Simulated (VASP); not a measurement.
# AlN (P6_3/mmc) in VASP: a series of runs

AlN is run at these levels: PBE; tasks: single point.

All numbers are computed with VASP 6.6.1; they aren't measurements. Logs are shortened: lines on timing, memory, paths and dates and some standing lists are left out, and cuts for length are marked.

## (1) The cell of the first run

Symmetry: P6_3/mmc, No. 194, hexagonal system. Conventional cell: a = 3.478 Å, b = 3.478 Å, c = 4.188 Å, α = 90.00°, β = 90.00°, γ = 120.00°. Al (site symmetry -6m2) has 5 N at 2.01 to 2.09 Å within 2.7 Å. N (site symmetry -6m2) has 5 Al at 2.01 to 2.09 Å within 2.7 Å.

## (2) Single point, PBE (strain +0.0500 x Voigt [1, 1, 0, 0, 0, 0])

Contents of INCAR:

```
ALGO     = Normal         # electronic algorithm
EDIFF    = 1E-7           # SCF threshold, eV
ENCUT    = 520            # plane-wave cutoff, eV
GGA      = PE             # functional
ISIF     = 2              # what is computed and relaxed
ISMEAR   = 0              # smearing method
LASPH    = T              # aspherical terms in the spheres
LCHARG   = F              # write CHGCAR
LREAL    = F              # projectors in reciprocal space
LWAVE    = F              # write WAVECAR
NBANDS   = 16             # bands
NELM     = 80             # most SCF steps
PREC     = Accurate       # precision mode
SIGMA    = 0.05           # smearing width, eV
```

Contents of KPOINTS:

```
k-points
0
Gamma
  9 9 6
```

Contents of POSCAR:

```
AlN
1.0
    3.4777215289      0.0000000000      0.0000000000
   -1.7388607645      3.0117951913      0.0000000000
    0.0000000000      0.0000000000      4.1875630000
Al N
2 2
Direct
    0.3333333333      0.6666666667      0.7500000000
    0.6666666667      0.3333333333      0.2500000000
    0.3333333333      0.6666666667      0.2500000000
    0.6666666667      0.3333333333      0.7500000000
```

Potentials or basis: VASP PAW PBE potentials, release 64 (Al, N).

On the command line:

```console
$ cat potpaw_PBE.64/Al/POTCAR potpaw_PBE.64/N/POTCAR > POTCAR
$ mpirun -np 1 vasp_std > vasp.out
```

OUTCAR:

```text
EDIFF = 1E-7
   ENCUT = 520
   GGA = PE
   ISIF = 2
   ISMEAR = 0
   LASPH = T
   LREAL = F
   NELM = 80
   PREC = Accurate

 ion  position               nearest neighbor table
   1  0.333  0.667  0.750-   4 2.01   4 2.01   4 2.01   3 2.09   3 2.09   2 2.90   2 2.90   2 2.90
                             2 2.90   2 2.90   2 2.90
   2  0.667  0.333  0.250-   3 2.01   3 2.01   3 2.01   4 2.09   4 2.09   1 2.90   1 2.90   1 2.90
                             1 2.90   1 2.90   1 2.90
   3  0.333  0.667  0.250-   2 2.01   2 2.01   2 2.01   1 2.09   1 2.09
   4  0.667  0.333  0.750-   1 2.01   1 2.01   1 2.01   2 2.09   2 2.09

  LATTYP: Found a hexagonal cell.
 ALAT       =     3.4777215289
 C/A-ratio  =     1.2041110725

  Lattice vectors:

 A1 = (   3.4777215289,   0.0000000000,   0.0000000000)
 A2 = (  -1.7388607645,   3.0117951913,   0.0000000000)
 A3 = (   0.0000000000,   0.0000000000,   4.1875630000)

Analysis of symmetry for initial positions (statically):
=====================================================================
 Subroutine PRICEL returns:
 Original cell was already a primitive cell.

 Routine SETGRP: Setting up the symmetry group for a
 hexagonal supercell.

 Subroutine GETGRP returns: Found 24 space group operations
 (whereof 12 operations were pure point group operations)
 out of a pool of 24 trial point group operations.

The static configuration has the point symmetry D_3d.
 The point group associated with its full space group is D_6h.

Analysis of symmetry for dynamics (positions and initial velocities):
=====================================================================
 Subroutine PRICEL returns:
 Original cell was already a primitive cell.

 Routine SETGRP: Setting up the symmetry group for a
 hexagonal supercell.

 Subroutine GETGRP returns: Found 24 space group operations
 (whereof 12 operations were pure point group operations)
 out of a pool of 24 trial point group operations.

The dynamic configuration has the point symmetry D_3d.
 The point group associated with its full space group is D_6h.

 Subroutine INISYM returns: Found 24 space group operations
 (whereof 12 operations are pure point group operations),
 and found     1 'primitive' translations

----------------------------------------------------------------------------------------

                                     Primitive cell

  volume of cell :      43.8613

  direct lattice vectors                    reciprocal lattice vectors
     3.477721529  0.000000000  0.000000000     0.287544587  0.166013945  0.000000000
    -1.738860765  3.011795191  0.000000000     0.000000000  0.332027889  0.000000000
     0.000000000  0.000000000  4.187563000     0.000000000  0.000000000  0.238802377

  length of vectors
     3.477721529  3.477721529  4.187563000     0.332027889  0.332027889  0.238802377

  position of ions in fractional coordinates (direct lattice)
     0.333333333  0.666666667  0.750000000
     0.666666667  0.333333333  0.250000000
     0.333333333  0.666666667  0.250000000
     0.666666667  0.333333333  0.750000000

  ion indices of the primitive-cell ions
   primitive index   ion index
                 1           1
                 2           2
                 3           3
                 4           4

----------------------------------------------------------------------------------------

 KPOINTS: k-points

Automatic generation of k-mesh.
 Grid dimensions read from file:
 generate k-points for:    9    9    6

 Generating k-lattice:

  Cartesian coordinates                     Fractional coordinates (reciprocal lattice)
     0.031949399  0.018445994  0.000000000     0.111111111 -0.000000000  0.000000000
     0.000000000  0.036891988  0.000000000     0.000000000  0.111111111  0.000000000
     0.000000000  0.000000000  0.039800396     0.000000000  0.000000000  0.166666667

  Length of vectors
     0.036891988  0.036891988  0.039800396

  Shift w.r.t. Gamma in fractional coordinates (k-lattice)
     0.000000000  0.000000000  0.000000000

 Subroutine IBZKPT returns following result:
 ===========================================

 Found     48 irreducible k-points:

 Following reciprocal coordinates:
            Coordinates               Weight
  0.000000  0.000000  0.000000      1.000000
  0.111111 -0.000000  0.000000      6.000000
  0.222222 -0.000000  0.000000      6.000000
  0.333333  0.000000  0.000000      6.000000
  0.444444 -0.000000  0.000000      6.000000
  0.111111  0.111111  0.000000      6.000000
[... 16 lines left out ...]
  0.333333  0.222222  0.166667     24.000000
  0.333333  0.333333  0.166667      4.000000
 [... further k-points ...]
   k-points           NKPTS =     48   k-points in BZ     NKDIM =     48   number of bands    NBANDS=     16
   number of dos      NEDOS =    301   number of ions     NIONS =      4
   total plane-waves  NPLWV =  25088
   dimension x,y,z NGX =    28 NGY =   28 NGZ =   32
   dimension x,y,z NGXF=    56 NGYF=   56 NGZF=   64
   ions per type =               2   2
   NGX,Y,Z   is equivalent  to a cutoff of  13.38, 13.38, 12.70 a.u.
   NGXF,Y,Z  is equivalent  to a cutoff of  26.77, 26.77, 25.41 a.u.
 SYSTEM =  unknown system
   PREC   = accura    normal or accurate (medium, high low for compatibility)
   ISTART =      0    job   : 0-new  1-cont  2-samecut
   ICHARG =      2    charge: 1-file 2-atom 10-const
   ISPIN  =      1    spin polarized calculation?
   LNONCOLLINEAR =      F non collinear calculations
   LSORBIT =      F    spin-orbit coupling
   LASPH  =      T    aspherical Exc in radial PAW
   ENCUT  =  520.0 eV  38.22 Ry    6.18 a.u.   6.47  6.47  7.79*2*pi/ulx,y,z
   NELM   =     80;   NELMIN=  2; NELMDL= -5     # of ELM steps
   EDIFF  = 0.1E-06   stopping-criterion for ELM
   LREAL  =      F    real-space projection
   EDIFFG = 0.1E-05   stopping-criterion for IOM
   NSW    =      0    number of steps for IOM
   IBRION =     -1    ionic relax: 0-MD 1-quasi-New 2-CG
   NFREE  =      0    steps in history (QN), initial steepest desc. (CG)
   ISIF   =      2    stress and relaxation
   ISYM   =      2    0-nonsym 1-usesym 2-fastsym
   POTIM  = 0.5000    time-step for ionic-motion
   TEBEG  =    0.0;   TEEND  =   0.0 temperature during run
   PSTRESS=    0.0 pullay stress
   NELECT =      16.0000    total number of electrons
   NUPDOWN=      -1.0000    fix difference up-down
   EMIN   =  10.00;   EMAX   =-10.00  energy-range for DOS
   EFERMI =   0.00;   METHOD = LEGACY
   ISMEAR =     0;   SIGMA  =   0.05  broadening in eV -4-tet -1-fermi 0-gaus
   EFERMI_NEDOS =   21; number of points for ismear=-14 and -15
   IALGO  =     38    algorithm
   IMIX   =      4    mixing-type and parameters
     AMIX     =   0.40;   BMIX     =  1.00
     AMIX_MAG =   1.60;   BMIX_MAG =  1.00
  volume/ion in A,a.u.               =      10.97        74.00
  Fermi-wavevector in a.u.,A,eV,Ry     =   1.169735  2.210479 18.616591  1.368281
  Thomas-Fermi vector in A             =   2.306204
   LORBIT       =      0    0 simple, 1 ext, 2 COOP (PROOUT), +10 PAW based schemes
   GGA     = PE    functional components
   LHFCALC =     F    Hartree Fock is set to
   AEXX    =    0.0000 exact exchange contribution
   IVDW    =     0    specifies the selected vdW correction
   LEPSILON=     F    determine dielectric tensor
   LRPA    =     F    only Hartree local field effects (RPA)
 non-spin polarized calculation
 Gauss-broadening in eV      SIGMA  =   0.05
  energy-cutoff  :      520.00
  volume of cell :       43.86
 maximum number of plane-waves:      1204
 NGX is ok and might be reduce to    28
   NGX = 13   NGY = 13   NGZ = 15

 number of electron      15.9999996 magnetization

 Free energy of the ion-electron system (eV)
  ---------------------------------------------------
  ext. energy  EPLUGINS =         0.00000000
  ---------------------------------------------------
  free energy    TOTEN  =       -29.04262687 eV

  energy without entropy =      -29.04262687  energy(sigma->0) =      -29.04262687

 E-fermi :   6.8831     XC(G=0): -10.7280

 val. band max:        6.6608004786   @ k =   0.0000   0.0000   0.0000
 cond. band min:       9.3826165174   @ k =   0.0000   0.0000   0.0000
 fundamental gap:      2.7218160388
 Fermi energy:         6.8830623099

 k-point     1 :       0.0000    0.0000    0.0000
  band No.  band energies     occupation
      1      -9.1922      2.00000
      2      -5.8122      2.00000
      3       0.6698      2.00000
      4       3.7464      2.00000
      5       3.7464      2.00000
      6       5.5465      2.00000
[... 8 lines left out ...]
     15      18.2666      0.00000
     16      18.2791      0.00000

 k-point     2 :       0.1111   -0.0000    0.0000
  band No.  band energies     occupation
      1      -9.0718      2.00000
      2      -5.8298      2.00000
      3       0.8019      2.00000
      4       3.3082      2.00000
      5       3.5639      2.00000
      6       5.0453      2.00000
[... 8 lines left out ...]
     15      17.6474      0.00000
     16      17.7856      0.00000

 k-point     3 :       0.2222   -0.0000    0.0000
  band No.  band energies     occupation
      1      -8.7268      2.00000
      2      -5.9150      2.00000
      3       1.1858      2.00000
      4       2.3713      2.00000
      5       3.1870      2.00000
      6       4.1953      2.00000
[... 8 lines left out ...]
     15      16.9437      0.00000
     16      18.4468      0.00000
[... 362 lines left out ...]
 k-point    23 :       0.3333    0.2222    0.1667
  band No.  band energies     occupation
      1      -7.3493      2.00000
      2      -6.6271      2.00000
      3       0.8696      2.00000
      4       1.4947      2.00000
      5       2.1536      2.00000
      6       3.9772      2.00000
[... 8 lines left out ...]
     15      17.9986      0.00000
     16      19.2043      0.00000

 k-point    24 :       0.3333    0.3333    0.1667
  band No.  band energies     occupation
      1      -6.9514      2.00000
      2      -6.9514      2.00000
      3       0.9243      2.00000
      4       1.6462      2.00000
      5       1.6462      2.00000
      6       4.4339      2.00000
[... 8 lines left out ...]
     15      17.8071      0.00000
     16      19.1266      0.00000

 [... further k-points ...]

------------------------ aborting loop because EDIFF is reached ----------------------------------------

  FORCE on cell =-STRESS in cart. coord.  units (eV):
  Direction    XX          YY          ZZ          XY          YZ          ZX
  --------------------------------------------------------------------------------------
  -------------------------------------------------------------------------------------
  Total       -5.3562631     -5.3562631     -3.2896008      0.0000000      0.0000000      0.0000000
  in kB     -195.6549726   -195.6549726   -120.1633927      0.0000000      0.0000000      0.0000000
  external PRESSURE =    -170.4911126 kB  Pullay stress =       0.0000000 kB

 VOLUME and BASIS-vectors are now :
 -----------------------------------------------------------------------------
  energy-cutoff  :      520.00
  volume of cell :       43.86
      direct lattice vectors                 reciprocal lattice vectors
     3.477721529  0.000000000  0.000000000     0.287544587  0.166013945  0.000000000
    -1.738860765  3.011795191  0.000000000     0.000000000  0.332027889  0.000000000
     0.000000000  0.000000000  4.187563000     0.000000000  0.000000000  0.238802377

 POSITION                                       TOTAL-FORCE (eV/Angst)
 -----------------------------------------------------------------------------------
     -0.00000      2.00786      3.14067         0.000000     -0.000000      0.000000
      1.73886      1.00393      1.04689        -0.000000      0.000000      0.000000
     -0.00000      2.00786      1.04689         0.000000      0.000000      0.000000
      1.73886      1.00393      3.14067        -0.000000     -0.000000      0.000000
 -----------------------------------------------------------------------------------
    total drift:                               -0.000000     -0.000000     -0.000000

  FREE ENERGIE OF THE ION-ELECTRON SYSTEM (eV)
  ---------------------------------------------------
  free  energy   TOTEN  =       -29.0426268691 eV

  energy  without entropy=      -29.0426268691  energy(sigma->0) =      -29.04262687
```

Wall time 21 s (1 thread of Intel Xeon Platinum 8375C at 2.90GHz (Ice Lake), shared host); peak memory 0.17 GiB.

What came out:

| Quantity | Value |
| --- | --- |
| Free energy | -29.0426 eV |
| Pressure | -17.0 GPa |
| Band gap on the k mesh | 2.72 eV, direct |

Stress tensor (GPa, compression positive):
```
-19.57   0.00   0.00
  0.00 -19.57   0.00
  0.00   0.00 -12.02
```

Caveat: the cell differs from its parent crystal (strain +0.0500 x Voigt [1, 1, 0, 0, 0, 0]).

(Part 1 of 2 ends here.)
